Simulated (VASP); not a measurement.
# GdO (F-43m) in VASP: a series of runs, part 2 of 2

VASP 6.6.1. The steps go on from the part before.

## Step 3: Single point, PBE, non-collinear spin, typed start, spin-orbit coupling (19.46 Å³/atom)

This run uses another cell than the first one, of 19.46 Å³/atom.

INCAR

```
SYSTEM = GdO
PREC = Accurate
ENCUT = 520
EDIFF = 1E-7
ISMEAR = 0
SIGMA = 0.05
LREAL = .False.
LASPH = .True.
NELM = 150
ALGO = Normal
ISIF = 2
LWAVE = .False.
LCHARG = .False.
MAGMOM = 0 0 7.35 0 0 0
LORBIT = 11
LSORBIT = .True.
GGA_COMPAT = .False.
LORBMOM = .True.
LMAXMIX = 6
GGA = PE
NBANDS = 36
```

KPOINTS

```
Automatic mesh
0
Gamma
  12 12 12
  0 0 0
```

POSCAR

```
GdO
1.0
    0.0000000000      2.6897811413      2.6897811413
    2.6897811413      0.0000000000      2.6897811413
    2.6897811413      2.6897811413      0.0000000000
Gd O
1 1
Direct
    0.0000000000      0.0000000000      0.0000000000
    0.2500000000      0.2500000000      0.2500000000
```

Potentials or basis: VASP PAW PBE potentials, release 64 (Gd, O).

The run is started by

```
$ cat potpaw_PBE.64/Gd/POTCAR potpaw_PBE.64/O/POTCAR > POTCAR
$ mpirun -np 1 vasp_ncl > vasp.out
```

OUTCAR:

```text
SYSTEM = GdO
   PREC = Accurate
   ENCUT = 520
   EDIFF = 1E-7
   ISMEAR = 0
   LREAL = .False.
   LASPH = .True.
   NELM = 150
   ISIF = 2
   LORBIT = 11
   LSORBIT = .True.
   GGA = PE

 ion  position               nearest neighbor table
   1  0.000  0.000  0.000-   2 2.33   2 2.33   2 2.33   2 2.33
   2  0.250  0.250  0.250-   1 2.33   1 2.33   1 2.33   1 2.33

  LATTYP: Found a face centered cubic cell.
 ALAT       =     5.3795622826

  Lattice vectors:

 A1 = (   0.0000000000,   2.6897811413,   2.6897811413)
 A2 = (   2.6897811413,   0.0000000000,   2.6897811413)
 A3 = (   2.6897811413,   2.6897811413,   0.0000000000)

Analysis of symmetry for initial positions (statically):
=====================================================================
 Subroutine PRICEL returns:
 Original cell was already a primitive cell.

 Routine SETGRP: Setting up the symmetry group for a
 face centered cubic supercell.

 Subroutine GETGRP returns: Found 24 space group operations
 (whereof 24 operations were pure point group operations)
 out of a pool of 48 trial point group operations.

The static configuration has the point symmetry T_d .

Analysis of symmetry for dynamics (positions and initial velocities):
=====================================================================
 Subroutine PRICEL returns:
 Original cell was already a primitive cell.

 Routine SETGRP: Setting up the symmetry group for a
 face centered cubic supercell.

 Subroutine GETGRP returns: Found 24 space group operations
 (whereof 24 operations were pure point group operations)
 out of a pool of 48 trial point group operations.

The dynamic configuration has the point symmetry T_d .

Analysis of structural, dynamic, and magnetic symmetry:
=====================================================================
 Subroutine PRICEL returns:
 Original cell was already a primitive cell.

 Routine SETGRP: Setting up the symmetry group for a
 face centered cubic supercell.

 Subroutine GETGRP returns: Found  4 space group operations
 (whereof  4 operations were pure point group operations)
 out of a pool of 48 trial point group operations.

The overall configuration has the point symmetry S_4 .

 Subroutine INISYM returns: Found  4 space group operations
 (whereof  4 operations are pure point group operations),
 and found     1 'primitive' translations

----------------------------------------------------------------------------------------

                                     Primitive cell

  volume of cell :      38.9207

  direct lattice vectors                    reciprocal lattice vectors
[... 1085 lines left out ...]
  FORCE on cell =-STRESS in cart. coord.  units (eV):
  Direction    XX          YY          ZZ          XY          YZ          ZX
  --------------------------------------------------------------------------------------
  -------------------------------------------------------------------------------------
  Total        0.1238466      0.1238466      0.1267232      0.0000002      0.0000000      0.0000000
  in kB        5.0981657      5.0981657      5.2165782      0.0000067      0.0000000      0.0000000
  external PRESSURE =       5.1376365 kB  Pullay stress =       0.0000000 kB

 VOLUME and BASIS-vectors are now :
 -----------------------------------------------------------------------------
  energy-cutoff  :      520.00
  volume of cell :       38.92
      direct lattice vectors                 reciprocal lattice vectors
     0.000000000  2.689781141  2.689781141    -0.185888730  0.185888730  0.185888730
     2.689781141  0.000000000  2.689781141     0.185888730 -0.185888730  0.185888730
     2.689781141  2.689781141  0.000000000     0.185888730  0.185888730 -0.185888730

 POSITION                                       TOTAL-FORCE (eV/Angst)
 -----------------------------------------------------------------------------------
      0.00000      0.00000      0.00000        -0.000000     -0.000000      0.000000
      1.34489      1.34489      1.34489         0.000000      0.000000      0.000000
 -----------------------------------------------------------------------------------
    total drift:                                0.000000      0.000000      0.000000

  FREE ENERGIE OF THE ION-ELECTRON SYSTEM (eV)
  ---------------------------------------------------
  free  energy   TOTEN  =       -22.6694240711 eV

  energy  without entropy=      -22.6663314286  energy(sigma->0) =      -22.66787775

 orbital moment (x)

 # of ion     p       d       f       tot
 ------------------------------------------------
  1         0.000   0.000  -0.000  -0.000
  2         0.000   0.000   0.000   0.000
 ------------------------------------------------
            0.000   0.000  -0.000  -0.000

 orbital moment (y)

 # of ion     p       d       f       tot
 ------------------------------------------------
  1        -0.000  -0.000   0.000  -0.000
  2         0.000   0.000   0.000   0.000
 ------------------------------------------------
           -0.000  -0.000   0.000  -0.000

 orbital moment (z)

 # of ion     p       d       f       tot
 ------------------------------------------------
  1        -0.010  -0.011   0.145   0.124
  2        -0.000   0.000   0.000  -0.000
 ------------------------------------------------
           -0.010  -0.011   0.145   0.123

 Spin-Orbit-Coupling matrix elements

 Ion:    1  E_soc:     -1.2412574
 l=   1
     0.0000000    -0.1614028    -0.1608968
    -0.1614028     0.0000000    -0.1614028
    -0.1608968    -0.1614028     0.0000000
 l=   2
     0.0000000    -0.0001942     0.0000000    -0.0001942    -0.0012731
    -0.0001942     0.0000000    -0.0009028    -0.0003758    -0.0002742
     0.0000000    -0.0009028     0.0000000    -0.0009028     0.0000000
    -0.0001942    -0.0003758    -0.0009028     0.0000000    -0.0002742
    -0.0012731    -0.0002742     0.0000000    -0.0002742     0.0000000
 l=   3
     0.0000000    -0.0069356     0.0000000     0.0000000     0.0000000    -0.0066894    -0.0034230
    -0.0069356     0.0000000    -0.0105922     0.0000000    -0.0105922    -0.0065886    -0.0069356
     0.0000000    -0.0105922     0.0000000    -0.0261692    -0.0002543    -0.0107480     0.0000000
     0.0000000     0.0000000    -0.0261692     0.0000000    -0.0261692     0.0000000     0.0000000
     0.0000000    -0.0105922    -0.0002543    -0.0261692     0.0000000    -0.0107480     0.0000000
    -0.0066894    -0.0065886    -0.0107480     0.0000000    -0.0107480     0.0000000    -0.0066894
    -0.0034230    -0.0069356     0.0000000     0.0000000     0.0000000    -0.0066894     0.0000000

 Ion:    2  E_soc:     -0.0005732
 l=   1
     0.0000000    -0.0000899    -0.0001069
    -0.0000899     0.0000000    -0.0000899
    -0.0001069    -0.0000899     0.0000000
 l=   2
     0.0000000     0.0000000     0.0000000     0.0000000     0.0000000
     0.0000000     0.0000000     0.0000000     0.0000000     0.0000000
     0.0000000     0.0000000     0.0000000     0.0000000     0.0000000
     0.0000000     0.0000000     0.0000000     0.0000000     0.0000000
     0.0000000     0.0000000     0.0000000     0.0000000     0.0000000
 l=   3
     0.0000000     0.0000000     0.0000000     0.0000000     0.0000000     0.0000000     0.0000000
     0.0000000     0.0000000     0.0000000     0.0000000     0.0000000     0.0000000     0.0000000
     0.0000000     0.0000000     0.0000000     0.0000000     0.0000000     0.0000000     0.0000000
     0.0000000     0.0000000     0.0000000     0.0000000     0.0000000     0.0000000     0.0000000
     0.0000000     0.0000000     0.0000000     0.0000000     0.0000000     0.0000000     0.0000000
     0.0000000     0.0000000     0.0000000     0.0000000     0.0000000     0.0000000     0.0000000
     0.0000000     0.0000000     0.0000000     0.0000000     0.0000000     0.0000000     0.0000000

 total charge

# of ion       s       p       d       f       tot
--------------------------------------------------
    1        2.033   5.656   0.481   7.076  15.246
    2        1.569   3.431   0.000   0.000   5.000
--------------------------------------------------
tot          3.602   9.087   0.481   7.076  20.246

 magnetization (x)

# of ion       s       p       d       f       tot
--------------------------------------------------
    1        0.000   0.000   0.000   0.000   0.000
    2        0.000   0.000   0.000   0.000   0.000
--------------------------------------------------
tot          0.000   0.000   0.000   0.000   0.000

 magnetization (y)

# of ion       s       p       d       f       tot
--------------------------------------------------
    1        0.000   0.000   0.000   0.000   0.000
    2        0.000   0.000   0.000   0.000   0.000
--------------------------------------------------
tot          0.000   0.000   0.000   0.000   0.000

 magnetization (z)

# of ion       s       p       d       f       tot
--------------------------------------------------
    1        0.001  -0.051   0.179   6.696   6.824
    2        0.002  -0.020   0.000   0.000  -0.018
--------------------------------------------------
tot          0.003  -0.071   0.179   6.696   6.807
```

It took 44 min on 1 thread of Intel Xeon Platinum 8488C (Sapphire Rapids), shared host; peak memory 0.97 GiB.

Results:

| Property | Result |
| --- | --- |
| Free energy | -22.6694 eV |
| Pressure | 0.5 GPa |
| Net moment | 7.51 μB per cell |
| Valence electrons inside the program's atomic spheres | Gd 15.25; O 5.00 |

Moments on the atoms (μB; x, y, z):
```
Gd   0.00  0.00  6.82
O    0.00  0.00 -0.02
```

Caveat: a cell with one magnetic atom can't hold antiferromagnetic order, which such compounds often take; semilocal functionals describe open f shells poorly, which spoils levels, moments and volumes.

## Step 4: Single point, PBE, non-collinear spin, typed start, spin-orbit coupling (19.13 Å³/atom)

This run uses another cell than the first one, of 19.13 Å³/atom.

INCAR

```
ALGO = Normal
EDIFF = 1E-6
ENCUT = 520
GGA = PE
GGA_COMPAT = F
ISIF = 2
ISMEAR = 0
LASPH = T
LCHARG = F
LMAXMIX = 6
LORBIT = 11
LORBMOM = T
LREAL = F
LSORBIT = T
LWAVE = F
MAGMOM = 0 0 7.35 0 0 0
NBANDS = 36
NELM = 150
PREC = Accurate
SIGMA = 0.05
```

KPOINTS

```
k-points
0
Gamma
  12 12 12
```

POSCAR

```
GdO
1.0
    0.0000000000      2.6743504189      2.6743504189
    2.6743504189      0.0000000000      2.6743504189
    2.6743504189      2.6743504189      0.0000000000
Gd O
1 1
Direct
    0.0000000000      0.0000000000      0.0000000000
    0.2500000000      0.2500000000      0.2500000000
```

The run is started by

```
$ cat potpaw_PBE.64/Gd/POTCAR potpaw_PBE.64/O/POTCAR > POTCAR
$ mpirun -np 1 vasp_ncl > vasp.out
```

It took 46 min on 1 thread of Intel Xeon Platinum 8488C (Sapphire Rapids), shared host; peak memory 0.96 GiB.

The run converged. Its results:

```yaml
Free_energy: -22.6632 eV
Pressure: 2.2 GPa
Net_moment: 7.51 μB per cell
Valence_electrons_inside_the_program's_atomic_spheres: Gd 15.26; O 5.01
```

Moments on the atoms (μB; x, y, z):
```
Gd   0.00  0.00  6.83
O    0.00  0.00 -0.02
```

Caveat: a cell with one magnetic atom can't hold antiferromagnetic order, which such compounds often take; semilocal functionals describe open f shells poorly, which spoils levels, moments and volumes.

## Step 5: Single point, PBE, non-collinear spin, typed start, spin-orbit coupling (19.52 Å³/atom)

INCAR

```
SYSTEM = GdO
ALGO = Normal
EDIFF = 1E-7
ENCUT = 520
GGA = PE
GGA_COMPAT = .False.
ISIF = 2
ISMEAR = 0
LASPH = .True.
LCHARG = .False.
LMAXMIX = 6
LNONCOLLINEAR = .True.
LORBIT = 11
LORBMOM = .True.
LREAL = .False.
LSORBIT = .True.
LWAVE = .False.
MAGMOM = 0 0 7.35 0 0 0
NBANDS = 36
NELM = 150
PREC = Accurate
SIGMA = 0.05
```

KPOINTS

```
k-points
0
Gamma
  12 12 12
  0 0 0
```

POSCAR

```
GdO
1.0
    0.0000000000      2.6924209023      2.6924209023
    2.6924209023      0.0000000000      2.6924209023
    2.6924209023      2.6924209023      0.0000000000
Gd O
1 1
Direct
    0.0000000000      0.0000000000      0.0000000000
    0.2500000000      0.2500000000      0.2500000000
```

The run is started by

```
$ cat potpaw_PBE.64/Gd/POTCAR potpaw_PBE.64/O/POTCAR > POTCAR
$ mpirun -np 1 vasp_ncl > vasp.out
```

It took 59 min on 1 thread of Intel Xeon Platinum 8488C (Sapphire Rapids), shared host; peak memory 0.98 GiB.

The run converged. Its results:

- Free energy: -22.6698 eV
- Pressure: 0.2 GPa
- Net moment: 7.51 μB per cell
- Valence electrons inside the program's atomic spheres: Gd 15.24; O 5.00

Moments on the atoms (μB; x, y, z):
```
Gd   0.00  0.00  6.82
O    0.00  0.00 -0.02
```

Caveat: a cell with one magnetic atom can't hold antiferromagnetic order, which such compounds often take; semilocal functionals describe open f shells poorly, which spoils levels, moments and volumes.

## Step 6: Overview

```csv
cell,pressure (GPa),moment (μB)
"a = 3.809 Å, angles 60.0°, 2 atoms",0.1,7.51
"a = 3.804 Å, angles 60.0°, 2 atoms",0.5,7.51
"a = 3.782 Å, angles 60.0°, 2 atoms",2.2,7.51
"a = 3.808 Å, angles 60.0°, 2 atoms",0.2,7.51
```

Alike in all rows: task single point; level PBE; potentials or basis VASP PAW PBE potentials, release 64 (Gd, O); spin non-collinear, typed start, SOC; k mesh 12 × 12 × 12; cutoff (eV) 520; smearing gaussian 0.05 eV.

Caveats: a cell with one magnetic atom can't hold antiferromagnetic order, which such compounds often take; semilocal functionals describe open f shells poorly, which spoils levels, moments and volumes.

Total energies depend on the potentials used, so only differences within one code and one set of settings carry meaning.
